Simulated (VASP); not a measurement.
The system is TiCo.

```
Co Ti
1.0
     2.98611    0.00000    0.00000
     0.00000    2.98611    0.00000
     0.00000    0.00000    2.98611
Co Ti
1 1
Direct
  0.50000 0.50000 0.50000
  0.00000 0.00000 0.00000
```

```yaml
Program: VASP 6.6.1
Task: relaxation of cell and atoms
Functional: BLYP
Potentials_or_basis: VASP PAW PBE potentials, release 64 (Co, Ti_sv)
Cutoff: 600 eV
k_mesh: 9 × 9 × 9
Occupations: fermi-dirac, width 0.05 eV
Spin: collinear spin, ferromagnetic start
Starting_moments: "[2.0, 1.0] μB"
```

At the start: pressure 4.3 GPa; volume 13.31 Å³/atom.

Task: Where does the relaxation end?

Result: Over 3 steps the energy falls by 5.0 meV/atom and the volume is 13.69 Å³/atom (+2.8 %); space group Pm-3m (No. 221, to 0.05 Å); moment 0.80 μB per cell.

The path:
```tsv
step	energy change (eV)	largest force (eV/Å)	pressure (GPa)	volume (Å³)
1	0.0000	0.0000	4.35	26.63
2	-0.0028	0.0000	-3.13	28.04
3	-0.0100	0.0000	-0.05	27.37
```

Final structure:
```
CELL_PARAMETERS angstrom
3.01368 0.00000 0.00000
0.00000 3.01368 0.00000
0.00000 0.00000 3.01368
ATOMIC_POSITIONS crystal
Co 0.50000 0.50000 0.50000
Ti 0.00000 0.00000 0.00000
```

Caveat: the PAW data sets were made with another functional, which shifts forces and pressure a little.
